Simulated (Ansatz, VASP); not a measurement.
# One calculation of SrTiO3, two programs

The input POSCAR:

```
SrTiO3
1.0
    3.7189319457      0.0000000000      0.0000000000
    0.0000000000      3.7189319457      0.0000000000
    0.0000000000      0.0000000000      4.0390970982
Sr Ti O
1 1 3
Direct
    0.0000000000      0.0000000000      0.0000000000
    0.5000000000      0.5000000000      0.5000000000
    0.5000000000      0.0000000000      0.5000000000
    0.5000000000      0.5000000000      0.0000000000
    0.0000000000      0.5000000000      0.5000000000
```

INCAR.step1

```
ALGO = Normal
EDIFF = 1E-5
ENCUT = 910
GGA = PE
GGA_COMPAT = F
ISMEAR = 0
LASPH = T
LCHARG = F
LREAL = F
LWAVE = T
NBANDS = 28
NELM = 120
PREC = Accurate
SIGMA = 0.01
```

Contents of INCAR.step2:

```
ALGO = Normal
EDIFF = 1E-6
ENCUT = 910
GGA_COMPAT = F
ISIF = 2
ISMEAR = 0
ISTART = 1
LASPH = T
LCHARG = F
LMIXTAU = T
LREAL = F
LWAVE = F
METAGGA = R2SCAN
NBANDS = 28
NELM = 120
PREC = Accurate
SIGMA = 0.01
```

KPOINTS

```
k-points
0
Gamma
  6 6 6
```

Input for Ansatz:

```yaml
crystal:
  lattice:
    - [3.7189319457, 0.0, 0.0]
    - [0.0, 3.7189319457, 0.0]
    - [0.0, 0.0, 4.0390970982]
  atoms:
    - { symbol: Sr, position: [0.0, 0.0, 0.0] }
    - { symbol: Ti, position: [0.5, 0.5, 0.5] }
    - { symbol: O, position: [0.5, 0.0, 0.5] }
    - { symbol: O, position: [0.5, 0.5, 0.0] }
    - { symbol: O, position: [0.0, 0.5, 0.5] }
kpoints:
  mp_grid: { grid: [6, 6, 6] }
  band_path:
    path: [[0.0, 0.0, 0.0], [0.0, 0.5, 0.0], [0.5, 0.5, 0.0], [0.5, 0.5, 0.5]]
    npoints: 1
hamiltonian:
  xc: r2scan
scf:
  occupations: { method: fixed }
  n_extra_bands: 5
output:
  forces: true
  stress: true
  eigenvalues: true
  write_density: true
  write_potential: true
  elf: true
  volumetric_format: npy
```

Change from the starting cell: epitaxial_xy strain -4.8%.

Alike in both runs: task single point; functional r2SCAN; k mesh 6 × 6 × 6; no spin polarisation.

|  | VASP | Ansatz |
| --- | --- | --- |
| version | VASP 6.6.1 | Ansatz 0.2.0 |
| potentials or method | VASP PAW PBE potentials, release 64 (Sr_sv, Ti_sv, O_h) | plane waves, PAW |
| plane-wave cutoff (eV) | 910 | 500 |
| occupations | gaussian, width 0.01 eV | fixed |
| valence electrons in the cell | 40 | 40 |

Ansatz gave:

* gap on the k mesh at the Fermi level (eV): 2.22

Task: Estimate VASP's values.

Result: gap on the k mesh at the Fermi level (eV): 2.24.

VASP's potentials were made for PBE, not for r2SCAN.

Noted on VASP's run: the cutoff is under 1.25 times that of the potentials, so the pressure is a little rough.
